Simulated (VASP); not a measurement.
# WSe3 (P4/nmm) in VASP: a series of runs

WSe3 is run at these levels: PBE; tasks: single point, relaxation of cell and atoms.

Program: VASP 6.6.1. These are calculated values, not measurements. Logs are shortened: lines on timing, memory, paths and dates and some standing lists are left out, and cuts for length are marked.

### 1 The cell of the first run

It takes space group P4/nmm (No. 129, tetragonal). Conventional cell: a = 6.882 Å, b = 6.882 Å, c = 5.215 Å, α = 90.00°, β = 90.00°, γ = 90.00°. Within 3.1 Å of W (site symmetry 4mm) lie 6 Se at 2.31 to 2.90 Å. Se (site symmetry 2/m) has 2 W at 2.47 Å within 3.3 Å. Se (site symmetry 4mm) has 2 W at 2.31 to 2.90 Å within 3.1 Å.

The cell was generated, and may not be a known phase.

### 2 Single point, PBE

INCAR

```
SYSTEM = WSe3
PREC = Accurate ; ENCUT = 520
EDIFF = 1E-7 ; ISMEAR = 0
SIGMA = 0.1 ; LREAL = .False.
LASPH = .True. ; NELM = 80
ALGO = Normal ; ISIF = 2
LWAVE = .False. ; LCHARG = .False.
GGA = PE ; NBANDS = 42
```

KPOINTS

```
Automatic mesh
0
Gamma
  4 4 4
  0 0 0
```

POSCAR

```
WSe3
1.0
    6.8820353454      0.0000000000      0.0000000000
    0.0000000000      6.8820353454      0.0000000000
    0.0000000000      0.0000000000      5.2152254610
W Se
2 6
Direct
    0.5000000000      0.0000000000      0.9213480645
    0.0000000000      0.5000000000      0.0786519355
    0.2500000000      0.7500000000      0.0000000000
    0.7500000000      0.7500000000      0.0000000000
    0.7500000000      0.2500000000      0.0000000000
    0.2500000000      0.2500000000      0.0000000000
    0.5000000000      0.0000000000      0.4782768465
    0.0000000000      0.5000000000      0.5217231535
```

Potentials or basis: VASP PAW PBE potentials, release 64 (W_sv, Se).

Started as:

```bash
cat potpaw_PBE.64/W_sv/POTCAR potpaw_PBE.64/Se/POTCAR > POTCAR
mpirun -np 1 vasp_std > vasp.out
```

OUTCAR:

```text
SYSTEM = WSe3
   PREC = Accurate
   ENCUT = 520
   EDIFF = 1E-7
   ISMEAR = 0
   LREAL = .False.
   LASPH = .True.
   NELM = 80
   ISIF = 2
   GGA = PE

 ion  position               nearest neighbor table
   1  0.500  0.000  0.921-   7 2.31   4 2.47   5 2.47   6 2.47   3 2.47   7 2.90
   2  0.000  0.500  0.079-   8 2.31   4 2.47   5 2.47   6 2.47   3 2.47   8 2.90
   3  0.250  0.750  0.000-   1 2.47   2 2.47
   4  0.750  0.750  0.000-   1 2.47   2 2.47
   5  0.750  0.250  0.000-   1 2.47   2 2.47
   6  0.250  0.250  0.000-   1 2.47   2 2.47
   7  0.500  0.000  0.478-   1 2.31   1 2.90
   8  0.000  0.500  0.522-   2 2.31   2 2.90

  LATTYP: Found a simple tetragonal cell.
 ALAT       =     6.8820353454
 C/A-ratio  =     0.7578027719

  Lattice vectors:

 A1 = (   6.8820353454,   0.0000000000,   0.0000000000)
 A2 = (   0.0000000000,   6.8820353454,   0.0000000000)
 A3 = (   0.0000000000,   0.0000000000,   5.2152254610)

Analysis of symmetry for initial positions (statically):
=====================================================================
 Subroutine PRICEL returns:
 Original cell was already a primitive cell.

 Routine SETGRP: Setting up the symmetry group for a
 simple tetragonal supercell.

 Subroutine GETGRP returns: Found 16 space group operations
 (whereof  8 operations were pure point group operations)
 out of a pool of 16 trial point group operations.

The static configuration has the point symmetry D_2d.
 The point group associated with its full space group is D_4h.

Analysis of symmetry for dynamics (positions and initial velocities):
=====================================================================
 Subroutine PRICEL returns:
 Original cell was already a primitive cell.

 Routine SETGRP: Setting up the symmetry group for a
 simple tetragonal supercell.

 Subroutine GETGRP returns: Found 16 space group operations
 (whereof  8 operations were pure point group operations)
 out of a pool of 16 trial point group operations.

The dynamic configuration has the point symmetry D_2d.
 The point group associated with its full space group is D_4h.

[... 101 lines left out ...]
   ENCUT  =  520.0 eV  38.22 Ry    6.18 a.u.  12.80 12.80  9.70*2*pi/ulx,y,z
   NELM   =     80;   NELMIN=  2; NELMDL= -5     # of ELM steps
   EDIFF  = 0.1E-06   stopping-criterion for ELM
   LREAL  =      F    real-space projection
   EDIFFG = 0.1E-05   stopping-criterion for IOM
   NSW    =      0    number of steps for IOM
   IBRION =     -1    ionic relax: 0-MD 1-quasi-New 2-CG
   NFREE  =      0    steps in history (QN), initial steepest desc. (CG)
   ISIF   =      2    stress and relaxation
   ISYM   =      2    0-nonsym 1-usesym 2-fastsym
   POTIM  = 0.5000    time-step for ionic-motion
   TEBEG  =    0.0;   TEEND  =   0.0 temperature during run
   PSTRESS=    0.0 pullay stress
   NELECT =      64.0000    total number of electrons
   NUPDOWN=      -1.0000    fix difference up-down
   EMIN   =  10.00;   EMAX   =-10.00  energy-range for DOS
   EFERMI =   0.00;   METHOD = LEGACY
   ISMEAR =     0;   SIGMA  =   0.10  broadening in eV -4-tet -1-fermi 0-gaus
   EFERMI_NEDOS =   21; number of points for ismear=-14 and -15
   IALGO  =     38    algorithm
   IMIX   =      4    mixing-type and parameters
     AMIX     =   0.40;   BMIX     =  1.00
     AMIX_MAG =   1.60;   BMIX_MAG =  1.00
  volume/ion in A,a.u.               =      30.88       208.36
  Fermi-wavevector in a.u.,A,eV,Ry     =   1.043676  1.972262 14.820288  1.089260
  Thomas-Fermi vector in A             =   2.178396
   LORBIT       =      0    0 simple, 1 ext, 2 COOP (PROOUT), +10 PAW based schemes
   GGA     = PE    functional components
   LHFCALC =     F    Hartree Fock is set to
   AEXX    =    0.0000 exact exchange contribution
   IVDW    =     0    specifies the selected vdW correction
   LEPSILON=     F    determine dielectric tensor
   LRPA    =     F    only Hartree local field effects (RPA)
 non-spin polarized calculation
 Gauss-broadening in eV      SIGMA  =   0.10
  energy-cutoff  :      520.00
  volume of cell :      247.01
 maximum number of plane-waves:      6668
 NGX is ok and might be reduce to    54
   NGX = 25   NGY = 25   NGZ = 19

 number of electron      64.0000003 magnetization

 Free energy of the ion-electron system (eV)
  ---------------------------------------------------
  ext. energy  EPLUGINS =         0.00000000
  ---------------------------------------------------
  free energy    TOTEN  =       -45.37691021 eV

  energy without entropy =      -45.35569274  energy(sigma->0) =      -45.36630147

 E-fermi :   2.1272     XC(G=0):  -8.2759

 val. band max:        2.0632479511   @ k =   0.5000   0.2500   0.0000
 cond. band min:       2.1446749530   @ k =   0.5000   0.2500   0.5000
 fundamental gap:      0.0814270019
 Fermi energy:         2.1272103310

 k-point     1 :       0.0000    0.0000    0.0000
  band No.  band energies     occupation
      1     -73.0469      2.00000
      2     -73.0467      2.00000
      3     -37.2597      2.00000
      4     -37.2597      2.00000
      5     -37.2593      2.00000
      6     -37.2593      2.00000
[... 799 lines left out ...]
     41       7.8078      0.00000
     42       7.8078      0.00000

------------------------ aborting loop because EDIFF is reached ----------------------------------------

  FORCE on cell =-STRESS in cart. coord.  units (eV):
  Direction    XX          YY          ZZ          XY          YZ          ZX
  --------------------------------------------------------------------------------------
  -------------------------------------------------------------------------------------
  Total       -0.1924820     -0.1924820      0.6730701      0.0000000     -0.0000000      0.0000000
  in kB       -1.2485155     -1.2485155      4.3658015      0.0000000     -0.0000000      0.0000000
  external PRESSURE =       0.6229235 kB  Pullay stress =       0.0000000 kB

 VOLUME and BASIS-vectors are now :
 -----------------------------------------------------------------------------
  energy-cutoff  :      520.00
  volume of cell :      247.01
      direct lattice vectors                 reciprocal lattice vectors
     6.882035345  0.000000000  0.000000000     0.145305851  0.000000000  0.000000000
     0.000000000  6.882035345  0.000000000     0.000000000  0.145305851  0.000000000
     0.000000000  0.000000000  5.215225461     0.000000000  0.000000000  0.191746264

 POSITION                                       TOTAL-FORCE (eV/Angst)
 -----------------------------------------------------------------------------------
      3.44102      0.00000      4.80504         0.000000      0.000000      0.028029
      0.00000      3.44102      0.41019         0.000000      0.000000     -0.028029
      1.72051      5.16153      0.00000        -0.000000     -0.000000      0.000000
      5.16153      5.16153      0.00000         0.000000      0.000000      0.000000
      5.16153      1.72051      0.00000        -0.000000      0.000000      0.000000
      1.72051      1.72051      0.00000        -0.000000     -0.000000      0.000000
      3.44102      0.00000      2.49432         0.000000      0.000000      0.010002
      0.00000      3.44102      2.72090        -0.000000      0.000000     -0.010002
 -----------------------------------------------------------------------------------
    total drift:                                0.000000      0.000000     -0.000000

  FREE ENERGIE OF THE ION-ELECTRON SYSTEM (eV)
  ---------------------------------------------------
  free  energy   TOTEN  =       -45.3769102055 eV

  energy  without entropy=      -45.3556927435  energy(sigma->0) =      -45.36630147
```

Wall time 4.3 min (1 thread of AMD EPYC 7R43 (Zen 3), shared host); peak memory 0.37 GiB.

What came out:

```
Free energy            : -45.3769 eV
Pressure               : 0.1 GPa
Largest force          : 0.028 eV/Å
Band gap on the k mesh : zero (bands 32 and 33 overlap by 0.78 eV)
```

Forces in eV/Å, atoms in the order of the input:
```
W    0.000  0.000  0.028
W    0.000  0.000 -0.028
Se   0.000  0.000  0.000
Se   0.000  0.000  0.000
Se   0.000  0.000  0.000
Se   0.000  0.000  0.000
Se   0.000  0.000  0.010
Se   0.000  0.000 -0.010
```

Stress tensor (GPa, compression positive):
```
-0.12  0.00  0.00
 0.00 -0.12  0.00
 0.00  0.00  0.44
```

Levels at points of the mesh, in eV from the Fermi level:
| k point | band 30 | band 31 | band 32 | band 33 | band 34 | band 35 |
| --- | --- | --- | --- | --- | --- | --- |
| (0.00, 0.00, 0.00) | -0.98 | -0.67 | -0.67 | -0.56 | -0.56 | 0.09 |
| (0.50, 0.00, 0.00) | -1.74 | -0.52 | -0.52 | 0.27 | 0.27 | 0.59 |
| (0.50, 0.50, 0.00) | -1.36 | -1.17 | -1.17 | -0.41 | -0.41 | 0.68 |
| (0.00, 0.00, 0.50) | -0.67 | 0.22 | 0.22 | 0.59 | 0.61 | 1.11 |
| (0.50, 0.00, 0.50) | -0.65 | -0.20 | -0.20 | 0.57 | 0.57 | 1.10 |
| (0.50, 0.50, 0.50) | -1.71 | 0.19 | 0.19 | 1.07 | 1.07 | 1.12 |

Caveat: spin-orbit coupling is left out, which moves the levels of the heavy elements.

### 3 Single point, PBE

This run uses another cell than the first one, of 31.72 Å³/atom.

INCAR

```
  PREC = Accurate
  ENCUT = 520
  EDIFF = 1E-7
  ISMEAR = 0
  SIGMA = 0.1
  LREAL = F
  LASPH = T
  NELM = 100
  ALGO = Normal
  ISIF = 2
  LWAVE = F
  LCHARG = F
  GGA = PE
  NBANDS = 42
```

KPOINTS

```
regular mesh
0
Gamma
  4 4 4
```

POSCAR

```
WSe3
1.0
    6.9934615300      0.0000000000      0.0000000000
    0.0000000000      6.9934615300      0.0000000000
    0.0000000000      0.0000000000      5.1890160900
W Se
2 6
Direct
    0.5000000000      0.0000000000      0.9336000100
    0.0000000000      0.5000000000      0.0663999900
    0.2500000000      0.7500000000      0.0000000000
    0.7500000000      0.7500000000      0.0000000000
    0.7500000000      0.2500000000      0.0000000000
    0.2500000000      0.2500000000      0.0000000000
    0.5000000000      0.0000000000      0.4939999900
    0.0000000000      0.5000000000      0.5060000100
```

Potentials or basis: VASP PAW PBE potentials, release 64 (W_sv, Se).

Started as:

```bash
cat potpaw_PBE.64/W_sv/POTCAR potpaw_PBE.64/Se/POTCAR > POTCAR
mpirun -np 1 vasp_std > vasp.out
```

Run time: 4.8 min. Hardware: 1 thread of AMD EPYC 7R43 (Zen 3), shared host; peak memory 0.37 GiB.

The run converged. Its results:

```
Free energy            : -45.2861 eV
Pressure               : -1.0 GPa
Largest force          : 0.684 eV/Å
Band gap on the k mesh : zero (bands 32 and 33 overlap by 0.75 eV)
```

Forces in eV/Å, atoms in the order of the input:
```
W    0.000  0.000  0.446
W    0.000  0.000 -0.446
Se   0.000  0.000  0.000
Se   0.000  0.000  0.000
Se   0.000  0.000  0.000
Se   0.000  0.000  0.000
Se   0.000  0.000 -0.684
Se   0.000  0.000  0.684
```

Stress tensor (GPa, compression positive):
```
-2.20  0.00  0.00
 0.00 -2.20  0.00
 0.00  0.00  1.51
```

Levels at points of the mesh, in eV from the Fermi level:
```tsv
k point	band 28	band 29	band 30	band 31	band 32	band 33	band 34	band 35	band 36	band 37
(0.00, 0.00, 0.00)	-1.25	-1.25	-0.93	-0.63	-0.63	-0.52	-0.52	0.18	0.52	0.56
(0.50, 0.00, 0.00)	-1.68	-1.64	-1.64	-0.50	-0.50	0.30	0.30	0.61	0.61	1.06
(0.50, 0.50, 0.00)	-1.86	-1.18	-1.18	-1.15	-1.15	-0.38	-0.38	0.68	0.68	1.43
(0.00, 0.00, 0.50)	-1.21	-0.62	-0.62	0.23	0.23	0.53	0.56	1.22	1.22	1.44
(0.50, 0.00, 0.50)	-0.78	-0.62	-0.62	-0.23	-0.23	0.59	0.59	1.19	1.19	1.22
(0.50, 0.50, 0.50)	-1.83	-1.67	-1.67	0.20	0.20	0.99	0.99	1.24	1.24	1.43
```

Caveat: spin-orbit coupling is left out, which moves the levels of the heavy elements.

### 4 Single point, PBE

This run uses another cell than the first one, of 37.98 Å³/atom.

INCAR

```
SYSTEM = WSe3
PREC = Accurate
ENCUT = 520
EDIFF = 1E-7
ISMEAR = 0
SIGMA = 0.1
LREAL = .FALSE.
LASPH = .TRUE.
NELM = 60
ALGO = Normal
ISIF = 2
LWAVE = .FALSE.
LCHARG = .FALSE.
GGA = PE
NBANDS = 42
```

KPOINTS

```
regular mesh
0
G
  6 6 6
  0 0 0
```

POSCAR

```
WSe3
1.0
    6.7026842934      0.0000000000      0.0000000000
    0.0000000000      6.7026842934      0.0000000000
    0.0000000000      0.0000000000      6.7632204274
W Se
2 6
Direct
    0.5000000000      0.0000000000      0.9064642148
    0.0000000000      0.5000000000      0.0935357852
    0.2500000000      0.7500000000      0.0000000000
    0.7500000000      0.7500000000      0.0000000000
    0.7500000000      0.2500000000      0.0000000000
    0.2500000000      0.2500000000      0.0000000000
    0.5000000000      0.0000000000      0.5716004050
    0.0000000000      0.5000000000      0.4283995950
```

Started as:

```bash
cat potpaw_PBE.64/W_sv/POTCAR potpaw_PBE.64/Se/POTCAR > POTCAR
mpirun -np 1 vasp_std > vasp.out
```

Run time: 13 min. Hardware: 1 thread of AMD EPYC 7R43 (Zen 3), shared host; peak memory 0.55 GiB.

It converged, with:

```yaml
Free_energy: -45.8008 eV
Pressure: 0.1 GPa
Largest_force: 0.035 eV/Å
Band_gap_on_the_k_mesh: zero (bands 32 and 33 overlap by 0.06 eV)
```

Forces in eV/Å, atoms in the order of the input:
```
W    0.000  0.000  0.021
W    0.000  0.000 -0.021
Se   0.000  0.000  0.000
Se   0.000  0.000  0.000
Se   0.000  0.000  0.000
Se   0.000  0.000  0.000
Se   0.000  0.000 -0.035
Se   0.000  0.000  0.035
```

Levels at points of the mesh, in eV from the Fermi level:
```csv
k point,band 28,band 29,band 30,band 31,band 32,band 33,band 34,band 35,band 36,band 37
"(0.00, 0.00, 0.00)",-1.19,-1.19,-0.86,-0.65,-0.65,-0.07,0.25,0.25,0.43,0.75
"(0.50, 0.00, 0.00)",-2.12,-1.39,-1.39,-0.41,-0.41,0.38,0.38,0.60,0.60,1.27
"(0.50, 0.50, 0.00)",-2.57,-2.13,-2.13,-1.12,-1.12,0.29,0.29,0.75,0.75,1.30
"(0.00, 0.00, 0.50)",-1.00,-1.00,-0.89,-0.69,-0.69,0.42,0.45,0.56,0.56,0.75
"(0.50, 0.00, 0.50)",-1.75,-1.11,-1.11,-0.37,-0.37,0.38,0.38,0.73,0.73,1.03
"(0.50, 0.50, 0.50)",-2.15,-2.11,-2.11,-0.98,-0.98,0.63,0.63,0.78,0.78,1.30
```

Caveat: spin-orbit coupling is left out, which moves the levels of the heavy elements.

### 5 Relaxation of cell and atoms, PBE

This run uses another cell than the first one, of 37.98 Å³/atom.

INCAR

```
SYSTEM = WSe3
  PREC = Accurate
  ENCUT = 600
  EDIFF = 1E-7
  ISMEAR = 0
  SIGMA = 0.1
  LREAL = .FALSE.
  LASPH = .TRUE.
  NELM = 60
  ALGO = Fast
  ISIF = 3
  LWAVE = .FALSE.
  LCHARG = .FALSE.
  GGA = PE
  IBRION = 2
  NSW = 100
  EDIFFG = -0.01
```

KPOINTS

```
Automatic mesh
0
G
  6 6 6
  0 0 0
```

POSCAR is that of step 4.

Started as:

```bash
cat potpaw_PBE.64/W_sv/POTCAR potpaw_PBE.64/Se/POTCAR > POTCAR
mpirun -np 1 vasp_std > vasp.out
```

It took 86 min on 1 thread of Oxide Virtual Turin-like, shared host; peak memory 0.71 GiB.

The run converged. Its results:

| Property | Result |
| --- | --- |
| Free energy | -45.8015 eV |
| Relaxed volume | 38.04 Å³/atom |
| Relaxed cell | a = 6.707 Å, b = 6.707 Å, c = 6.766 Å, α = 90.00°, β = 90.00°, γ = 90.00° |
| Space group after relaxing (to 0.1 Å) | P4/nmm (No. 129) |
| Energy gained by relaxing | 0.0 meV/atom |
| Ionic steps | 6 |
| Pressure after relaxing | 0.0 GPa |
| Largest force after relaxing | 0.004 eV/Å |
| Band gap on the k mesh | zero (bands 32 and 33 overlap by 0.06 eV) |

Forces on the atoms (eV/Å):
```
W    0.000  0.000  0.004
W    0.000  0.000 -0.004
Se   0.000  0.000  0.000
Se   0.000  0.000  0.000
Se   0.000  0.000  0.000
Se   0.000  0.000  0.000
Se   0.000  0.000  0.002
Se   0.000  0.000 -0.002
```

The path:
```csv
step,energy change (eV),largest force (eV/Å),pressure (GPa),volume (Å³)
1,0.0000,0.0351,0.10,303.84
2,0.0003,0.0902,-0.14,304.94
3,-0.0002,0.0124,0.01,304.26
4,-0.0002,0.0138,0.01,304.27
5,-0.0002,0.0247,-0.01,304.46
6,-0.0002,0.0039,0.00,304.35
```

Final structure:
```
CELL_PARAMETERS angstrom
6.70709 0.00000 0.00000
0.00000 6.70709 0.00000
0.00000 0.00000 6.76565
ATOMIC_POSITIONS crystal
W 0.50000 0.00000 0.90649
W 0.00000 0.50000 0.09351
Se 0.25000 0.75000 0.00000
Se 0.75000 0.75000 0.00000
Se 0.75000 0.25000 0.00000
Se 0.25000 0.25000 0.00000
Se 0.50000 0.00000 0.57153
Se 0.00000 0.50000 0.42847
```

Levels at points of the mesh, in eV from the Fermi level:
| k point | band 29 | band 30 | band 31 | band 32 | band 33 | band 34 | band 35 | band 36 |
| --- | --- | --- | --- | --- | --- | --- | --- | --- |
| (0.00, 0.00, 0.00) | -1.18 | -0.86 | -0.65 | -0.65 | -0.06 | 0.25 | 0.25 | 0.42 |
| (0.50, 0.00, 0.00) | -1.38 | -1.38 | -0.41 | -0.41 | 0.38 | 0.38 | 0.60 | 0.60 |
| (0.50, 0.50, 0.00) | -2.12 | -2.12 | -1.12 | -1.12 | 0.29 | 0.29 | 0.75 | 0.75 |
| (0.00, 0.00, 0.50) | -0.99 | -0.88 | -0.69 | -0.69 | 0.42 | 0.45 | 0.56 | 0.56 |
| (0.50, 0.00, 0.50) | -1.11 | -1.11 | -0.37 | -0.37 | 0.38 | 0.38 | 0.73 | 0.73 |
| (0.50, 0.50, 0.50) | -2.11 | -2.11 | -0.98 | -0.98 | 0.63 | 0.63 | 0.78 | 0.78 |

Caveat: spin-orbit coupling is left out, which moves the levels of the heavy elements.

### 6 Summary

| task | cell | k mesh | cutoff (eV) | gap on the mesh (eV) | pressure (GPa) | largest force (eV/Å) |
| --- | --- | --- | --- | --- | --- | --- |
| single point | a = 6.882, b = 6.882, c = 5.215 Å, 8 atoms, atomic positions A | 4 × 4 × 4 | 520 | none | 0.1 | 0.03 |
| single point | a = 6.993, b = 6.993, c = 5.189 Å, 8 atoms, atomic positions B | 4 × 4 × 4 | 520 | none | -1.0 | 0.68 |
| single point | a = 6.703, b = 6.703, c = 6.763 Å, 8 atoms, atomic positions C | 6 × 6 × 6 | 520 | none | 0.1 | 0.04 |
| relaxation of cell and atoms | relaxed from a = 6.703, b = 6.703, c = 6.763 Å, 8 atoms, atomic positions C | 6 × 6 × 6 | 600 | none | 0.0 | - |

Alike in all rows: level PBE; potentials or basis VASP PAW PBE potentials, release 64 (W_sv, Se); no spin polarisation; smearing gaussian 0.1 eV.

Caveats: spin-orbit coupling is left out, which moves the levels of the heavy elements.

Absolute energies hang on the potentials; compare differences alone.

The gap in the log of VASP goes by the Fermi energy; the results here count the filled bands.